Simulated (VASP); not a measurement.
# CsGd3S (Pm-3m) in VASP: single point with PBE

Aim: the single point of CsGd3S with PBE.

Everything below comes from runs of VASP 6.6.1. Logs are shortened: lines on timing, memory, paths and dates and some standing lists are left out, and cuts for length are marked.

## (1) The cell of the first run

It takes space group Pm-3m (No. 221, cubic). Conventional cell: a = 5.622 Å, b = 5.622 Å, c = 5.622 Å, α = 90.00°, β = 90.00°, γ = 90.00°. Within 3.7 Å of Cs (site symmetry m-3m) lie 6 Gd at 2.81 Å. Within 3.7 Å of Gd (site symmetry 4/mmm) lie 2 Cs at 2.81 Å. S (site symmetry m-3m) has 12 Gd at 3.98 Å and 8 Cs at 4.87 Å within 5.2 Å.

The cell was generated, and may not be a known phase.

## (2) Single point, PBE, collinear spin, ferromagnetic start

Input file INCAR:

```
  ALGO = Normal
  EDIFF = 1E-7
  ENCUT = 520
  GGA = PE
  ISIF = 2
  ISMEAR = 0
  ISPIN = 2
  LASPH = T
  LCHARG = F
  LMAXMIX = 6
  LORBIT = 11
  LREAL = F
  LWAVE = F
  MAGMOM = 0 7 7 7 0
  NBANDS = 46
  NELM = 150
  PREC = Accurate
  SIGMA = 0.1
```

Input file KPOINTS:

```
k-points
0
Gamma
  4 4 4
```

Input file POSCAR:

```
CsGd3S
1.0
    5.6222863900      0.0000000000      0.0000000000
    0.0000000000      5.6222863900      0.0000000000
    0.0000000000      0.0000000000      5.6222863900
Cs Gd S
1 3 1
Direct
    0.5000000000      0.5000000000      0.5000000000
    0.0000000000      0.5000000000      0.5000000000
    0.5000000000      0.0000000000      0.5000000000
    0.5000000000      0.5000000000      0.0000000000
    0.0000000000      0.0000000000      0.0000000000
```

Potentials or basis: VASP PAW PBE potentials, release 64 (Cs_sv, Gd, S).

Started as:

```console
> cat potpaw_PBE.64/Cs_sv/POTCAR potpaw_PBE.64/Gd/POTCAR potpaw_PBE.64/S/POTCAR > POTCAR
> mpirun -np 1 vasp_std > vasp.out
```

OUTCAR:

```text
EDIFF = 1E-7
   ENCUT = 520
   GGA = PE
   ISIF = 2
   ISMEAR = 0
   ISPIN = 2
   LASPH = T
   LORBIT = 11
   LREAL = F
   NELM = 150
   PREC = Accurate

 ion  position               nearest neighbor table
   1  0.500  0.500  0.500-   2 2.81   3 2.81   4 2.81   4 2.81   3 2.81   2 2.81
   2  0.000  0.500  0.500-   1 2.81   1 2.81
   3  0.500  0.000  0.500-   1 2.81   1 2.81
   4  0.500  0.500  0.000-   1 2.81   1 2.81
   5  0.000  0.000  0.000-

  LATTYP: Found a simple cubic cell.
 ALAT       =     5.6222863900

  Lattice vectors:

 A1 = (   5.6222863900,   0.0000000000,   0.0000000000)
 A2 = (   0.0000000000,   5.6222863900,   0.0000000000)
 A3 = (   0.0000000000,   0.0000000000,   5.6222863900)

Analysis of symmetry for initial positions (statically):
=====================================================================
 Subroutine PRICEL returns:
 Original cell was already a primitive cell.

 Routine SETGRP: Setting up the symmetry group for a
 simple cubic supercell.

 Subroutine GETGRP returns: Found 48 space group operations
 (whereof 48 operations were pure point group operations)
 out of a pool of 48 trial point group operations.

The static configuration has the point symmetry O_h .

Analysis of symmetry for dynamics (positions and initial velocities):
=====================================================================
 Subroutine PRICEL returns:
 Original cell was already a primitive cell.

 Routine SETGRP: Setting up the symmetry group for a
 simple cubic supercell.

 Subroutine GETGRP returns: Found 48 space group operations
 (whereof 48 operations were pure point group operations)
 out of a pool of 48 trial point group operations.

The dynamic configuration has the point symmetry O_h .

Analysis of structural, dynamic, and magnetic symmetry:
=====================================================================
 Subroutine PRICEL returns:
 Original cell was already a primitive cell.

 Routine SETGRP: Setting up the symmetry group for a
 simple cubic supercell.

 Subroutine GETGRP returns: Found 48 space group operations
 (whereof 48 operations were pure point group operations)
 out of a pool of 48 trial point group operations.

The overall configuration has the point symmetry O_h .

 Subroutine INISYM returns: Found 48 space group operations
 (whereof 48 operations are pure point group operations),
 and found     1 'primitive' translations

----------------------------------------------------------------------------------------

                                     Primitive cell

  volume of cell :     177.7211

  direct lattice vectors                    reciprocal lattice vectors
     5.622286390  0.000000000  0.000000000     0.177863583  0.000000000  0.000000000
     0.000000000  5.622286390  0.000000000     0.000000000  0.177863583  0.000000000
     0.000000000  0.000000000  5.622286390     0.000000000  0.000000000  0.177863583

  length of vectors
     5.622286390  5.622286390  5.622286390     0.177863583  0.177863583  0.177863583

  position of ions in fractional coordinates (direct lattice)
     0.500000000  0.500000000  0.500000000
     0.000000000  0.500000000  0.500000000
     0.500000000  0.000000000  0.500000000
     0.500000000  0.500000000  0.000000000
     0.000000000  0.000000000  0.000000000

  ion indices of the primitive-cell ions
   primitive index   ion index
                 1           1
                 2           2
                 3           3
                 4           4
                 5           5

----------------------------------------------------------------------------------------

 KPOINTS: k-points

Automatic generation of k-mesh.
 Grid dimensions read from file:
 generate k-points for:    4    4    4

 Generating k-lattice:

  Cartesian coordinates                     Fractional coordinates (reciprocal lattice)
     0.044465896  0.000000000  0.000000000     0.250000000  0.000000000  0.000000000
     0.000000000  0.044465896  0.000000000     0.000000000  0.250000000  0.000000000
     0.000000000  0.000000000  0.044465896     0.000000000  0.000000000  0.250000000

  Length of vectors
     0.044465896  0.044465896  0.044465896

  Shift w.r.t. Gamma in fractional coordinates (k-lattice)
     0.000000000  0.000000000  0.000000000

 Subroutine IBZKPT returns following result:
 ===========================================

 Found     10 irreducible k-points:

 Following reciprocal coordinates:
            Coordinates               Weight
  0.000000  0.000000  0.000000      1.000000
  0.250000  0.000000  0.000000      6.000000
  0.500000  0.000000  0.000000      3.000000
  0.250000  0.250000  0.000000     12.000000
  0.500000  0.250000  0.000000     12.000000
  0.500000  0.500000  0.000000      3.000000
  0.250000  0.250000  0.250000      8.000000
  0.500000  0.250000  0.250000     12.000000
  0.500000  0.500000  0.250000      6.000000
  0.500000  0.500000  0.500000      1.000000
   k-points           NKPTS =     10   k-points in BZ     NKDIM =     10   number of bands    NBANDS=     46
   number of dos      NEDOS =    301   number of ions     NIONS =      5
   total plane-waves  NPLWV =  74088
   dimension x,y,z NGX =    42 NGY =   42 NGZ =   42
   dimension x,y,z NGXF=    84 NGYF=   84 NGZF=   84
   ions per type =               1   3   1
   NGX,Y,Z   is equivalent  to a cutoff of  12.42, 12.42, 12.42 a.u.
   NGXF,Y,Z  is equivalent  to a cutoff of  24.84, 24.84, 24.84 a.u.
 SYSTEM =  unknown system
   PREC   = accura    normal or accurate (medium, high low for compatibility)
   ISTART =      0    job   : 0-new  1-cont  2-samecut
   ICHARG =      2    charge: 1-file 2-atom 10-const
   ISPIN  =      2    spin polarized calculation?
   LNONCOLLINEAR =      F non collinear calculations
   LSORBIT =      F    spin-orbit coupling
   LASPH  =      T    aspherical Exc in radial PAW
   ENCUT  =  520.0 eV  38.22 Ry    6.18 a.u.  10.45 10.45 10.45*2*pi/ulx,y,z
   NELM   =    150;   NELMIN=  2; NELMDL= -5     # of ELM steps
   EDIFF  = 0.1E-06   stopping-criterion for ELM
   LREAL  =      F    real-space projection
   EDIFFG = 0.1E-05   stopping-criterion for IOM
   NSW    =      0    number of steps for IOM
   IBRION =     -1    ionic relax: 0-MD 1-quasi-New 2-CG
   NFREE  =      0    steps in history (QN), initial steepest desc. (CG)
   ISIF   =      2    stress and relaxation
   ISYM   =      2    0-nonsym 1-usesym 2-fastsym
   POTIM  = 0.5000    time-step for ionic-motion
   TEBEG  =    0.0;   TEEND  =   0.0 temperature during run
   PSTRESS=    0.0 pullay stress
   NELECT =      69.0000    total number of electrons
   NUPDOWN=      -1.0000    fix difference up-down
   EMIN   =  10.00;   EMAX   =-10.00  energy-range for DOS
   EFERMI =   0.00;   METHOD = LEGACY
   ISMEAR =     0;   SIGMA  =   0.10  broadening in eV -4-tet -1-fermi 0-gaus
   EFERMI_NEDOS =   21; number of points for ismear=-14 and -15
   IALGO  =     38    algorithm
   IMIX   =      4    mixing-type and parameters
     AMIX     =   0.40;   BMIX     =  1.00
     AMIX_MAG =   1.60;   BMIX_MAG =  1.00
  volume/ion in A,a.u.               =      35.54       239.86
  Fermi-wavevector in a.u.,A,eV,Ry     =   1.194295  2.256890 19.406537  1.426340
  Thomas-Fermi vector in A             =   2.330288
   LORBIT       =     11    0 simple, 1 ext, 2 COOP (PROOUT), +10 PAW based schemes
   GGA     = PE    functional components
   LHFCALC =     F    Hartree Fock is set to
   AEXX    =    0.0000 exact exchange contribution
   IVDW    =     0    specifies the selected vdW correction
   LEPSILON=     F    determine dielectric tensor
   LRPA    =     F    only Hartree local field effects (RPA)
 spin polarized calculation
 Gauss-broadening in eV      SIGMA  =   0.10
  energy-cutoff  :      520.00
  volume of cell :      177.72
 maximum number of plane-waves:      4828
 NGX is ok and might be reduce to    42
   NGX = 21   NGY = 21   NGZ = 21

 number of electron      68.9999943 magnetization      21.6286188

 Free energy of the ion-electron system (eV)
  ---------------------------------------------------
  ext. energy  EPLUGINS =         0.00000000
  ---------------------------------------------------
  free energy    TOTEN  =       -33.83040272 eV

  energy without entropy =      -33.80207393  energy(sigma->0) =      -33.81623832

 E-fermi :   2.7687     XC(G=0):  -9.0274

 val. band max:        2.7504759811   @ k =   0.5000   0.2500   0.0000
 cond. band min:       2.7700738220   @ k =   0.5000   0.2500   0.0000
 fundamental gap:      0.0195978409
 Fermi energy:         2.7686549768

 spin component 1

 k-point     1 :       0.0000    0.0000    0.0000
  band No.  band energies     occupation
      1     -42.8083      1.00000
      2     -42.7857      1.00000
      3     -42.7857      1.00000
      4     -21.0221      1.00000
      5     -20.6813      1.00000
      6     -20.6813      1.00000
[... 479 lines left out ...]
     45       2.8081      0.28850
     46       3.2873      0.00000
 Fermi energy:         2.7686549768

 spin component 2

 k-point     1 :       0.0000    0.0000    0.0000
  band No.  band energies     occupation
      1     -39.7089      1.00000
      2     -39.6772      1.00000
      3     -39.6772      1.00000
      4     -20.9869      1.00000
      5     -18.5871      1.00000
      6     -18.5871      1.00000
[... 479 lines left out ...]
     45       3.5137      0.00000
     46       4.2158      0.00000

------------------------ aborting loop because EDIFF is reached ----------------------------------------

  FORCE on cell =-STRESS in cart. coord.  units (eV):
  Direction    XX          YY          ZZ          XY          YZ          ZX
  --------------------------------------------------------------------------------------
  -------------------------------------------------------------------------------------
  Total        0.7510235      0.7510235      0.7510235      0.0000000      0.0000000      0.0000000
  in kB        6.7705697      6.7705697      6.7705697      0.0000000      0.0000000      0.0000000
  external PRESSURE =       6.7705697 kB  Pullay stress =       0.0000000 kB

 VOLUME and BASIS-vectors are now :
 -----------------------------------------------------------------------------
  energy-cutoff  :      520.00
  volume of cell :      177.72
      direct lattice vectors                 reciprocal lattice vectors
     5.622286390  0.000000000  0.000000000     0.177863583  0.000000000  0.000000000
     0.000000000  5.622286390  0.000000000     0.000000000  0.177863583  0.000000000
     0.000000000  0.000000000  5.622286390     0.000000000  0.000000000  0.177863583

 POSITION                                       TOTAL-FORCE (eV/Angst)
 -----------------------------------------------------------------------------------
      2.81114      2.81114      2.81114         0.000000      0.000000      0.000000
      0.00000      2.81114      2.81114         0.000000      0.000000      0.000000
      2.81114      0.00000      2.81114         0.000000      0.000000      0.000000
      2.81114      2.81114      0.00000         0.000000      0.000000      0.000000
      0.00000      0.00000      0.00000         0.000000      0.000000      0.000000
 -----------------------------------------------------------------------------------
    total drift:                               -0.000000     -0.000000      0.000000

  FREE ENERGIE OF THE ION-ELECTRON SYSTEM (eV)
  ---------------------------------------------------
  free  energy   TOTEN  =       -33.8304027158 eV

  energy  without entropy=      -33.8020739304  energy(sigma->0) =      -33.81623832

 total charge

# of ion       s       p       d       f       tot
--------------------------------------------------
    1        1.805   4.458   0.718   0.000   6.981
    2        2.029   5.564   0.579   7.150  15.321
    3        2.029   5.564   0.579   7.150  15.321
    4        2.029   5.564   0.579   7.150  15.321
    5        1.390   2.145   0.000   0.000   3.535
--------------------------------------------------
tot          9.282  23.294   2.455  21.449  56.479

 magnetization (x)

# of ion       s       p       d       f       tot
--------------------------------------------------
    1        0.005  -0.001   0.009   0.000   0.013
    2        0.010  -0.075   0.159   6.634   6.729
    3        0.010  -0.075   0.159   6.634   6.729
    4        0.010  -0.075   0.159   6.634   6.729
    5        0.011  -0.070   0.000   0.000  -0.059
--------------------------------------------------
tot          0.045  -0.295   0.487  19.903  20.139
```

Run time: 15 min. Hardware: 1 thread of Intel Xeon Platinum 8488C (Sapphire Rapids), shared host; peak memory 0.42 GiB.

What came out:

```
Free energy                                           : -33.8304 eV
Pressure                                              : 0.7 GPa
Net moment                                            : 21.63 μB per cell
Site moments                                          : Cs +0.01; Gd +6.73; S -0.06 μB
Valence electrons inside the program's atomic spheres : Cs 6.98; Gd 15.32; S 3.54
```

Levels at points of the mesh, in eV from the Fermi level:
Spin up:
| k point | band 41 | band 42 | band 43 | band 44 | band 45 | band 46 |
| --- | --- | --- | --- | --- | --- | --- |
| (0.00, 0.00, 0.00) | -2.07 | -2.07 | -2.03 | -2.03 | -2.03 | -1.08 |
| (0.50, 0.00, 0.00) | -2.41 | -1.92 | -0.75 | -0.47 | -0.47 | -0.36 |
| (0.50, 0.50, 0.00) | -2.35 | -0.84 | -0.84 | -0.27 | 0.05 | 0.33 |
| (0.50, 0.50, 0.50) | -2.48 | -0.52 | -0.52 | -0.52 | 0.04 | 0.52 |
Spin down:
| k point | band 20 | band 21 | band 22 | band 23 | band 24 | band 25 | band 26 | band 27 | band 28 | band 29 |
| --- | --- | --- | --- | --- | --- | --- | --- | --- | --- | --- |
| (0.00, 0.00, 0.00) | -2.10 | -1.81 | -1.50 | -1.50 | -1.50 | -0.34 | -0.34 | 0.39 | 0.39 | 0.39 |
| (0.50, 0.00, 0.00) | -2.34 | -1.40 | -0.40 | -0.40 | -0.07 | 0.11 | 0.20 | 0.37 | 0.38 | 0.38 |
| (0.50, 0.50, 0.00) | -2.32 | -0.63 | -0.63 | -0.17 | -0.13 | 0.35 | 0.38 | 0.38 | 0.40 | 0.40 |
| (0.50, 0.50, 0.50) | -2.41 | -0.03 | -0.03 | -0.03 | 0.21 | 0.21 | 0.21 | 0.36 | 0.36 | 0.36 |

Caveat: the highest band is partly filled, so the run has too few bands; spin-orbit coupling is left out, which moves the levels of the heavy elements; semilocal functionals describe open f shells poorly, which spoils levels, moments and volumes. The state reached can hang on the start; a lower one may exist.
